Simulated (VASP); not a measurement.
A run of VASP 6.6.1 is set up as follows.

Contents of INCAR:

```
PREC = Accurate
ENCUT = 520
EDIFF = 1E-6
ISMEAR = -1
SIGMA = 0.1
LREAL = False
LASPH = True
NELM = 80
ALGO = Normal
ISIF = 2
LWAVE = False
LCHARG = True
GGA = PS
LELF = True
LVHAR = True
NBANDS = 7
```

The input KPOINTS:

```
regular mesh
0
Gamma
  20 20 20
```

File POSCAR:

```
Be
1.0
   -1.2792887337      1.2792887337      1.2792887337
    1.2792887337     -1.2792887337      1.2792887337
    1.2792887337      1.2792887337     -1.2792887337
Be
1
Direct
    0.0000000000      0.0000000000      0.0000000000
```

Potentials or basis: VASP PAW PBE potentials, release 64 (Be).

The run is started by

```sh
$ cat potpaw_PBE.64/Be/POTCAR > POTCAR
$ mpirun -np 1 vasp_std > vasp.out
```

Q: What does it give for the band gap on the k mesh?

A: Zero (bands 1 and 2 overlap by 4.99 eV).

Q: What does it give for the pressure?

A: -8.2 GPa.

Caveat: the cell stands under tension; the PAW data sets were made with another functional, which shifts forces and pressure a little.
